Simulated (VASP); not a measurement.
Ir4O: single point with PBE

The system is Ir4O, a slab with vacuum.

```
Ir O
1.0
     2.73676    0.00000    0.00000
     0.00000    3.87036    0.00000
     0.00000    0.00000   19.45994
Ir O
4 1
Direct
  0.50000 0.50000 0.20555
  0.00000 0.00000 0.27587
  0.50000 0.50000 0.34543
  0.00000 0.00000 0.40904
  0.00000 0.12500 0.49478
```

| Item | Value |
| --- | --- |
| Program | VASP 6.6.1 |
| Task | single point |
| Functional | PBE |
| Potentials or basis | VASP PAW PBE potentials, release 64 (Ir, O) |
| Cutoff | 520 eV |
| k mesh | 10 × 7 × 1 |
| Occupations | gaussian, width 0.1 eV |
| Spin | no spin polarisation |

| Item | Value |
| --- | --- |
| Largest force | 2.024 eV/Å |
| Band gap on the k mesh | zero (band 21 reaches -0.49 eV, above the bottom of band 22 at -1.47 eV) |

Forces on the atoms (eV/Å):
```
Ir   0.000  0.039  0.898
Ir   0.000 -0.369 -1.990
Ir   0.000  0.627 -0.201
Ir   0.000 -0.219  0.586
O    0.000 -0.077  0.707
```

Levels at points of the mesh, in eV from the Fermi level:
| k point | band 18 | band 19 | band 20 | band 21 | band 22 | band 23 | band 24 | band 25 |
| --- | --- | --- | --- | --- | --- | --- | --- | --- |
| (0.00, 0.00, 0.00) | -1.62 | -1.30 | -0.94 | -0.08 | 0.07 | 0.18 | 0.41 | 0.91 |
| (0.50, 0.00, 0.00) | -0.02 | 0.05 | 0.51 | 0.61 | 1.08 | 1.09 | 1.87 | 2.80 |

It took 2.7 min on 1 thread of AMD EPYC 9R45 96-Core Processor (Zen 5) (shared host), peak memory 0.33 GiB.

Caveat: spin-orbit coupling is left out, which moves the levels of the heavy elements.
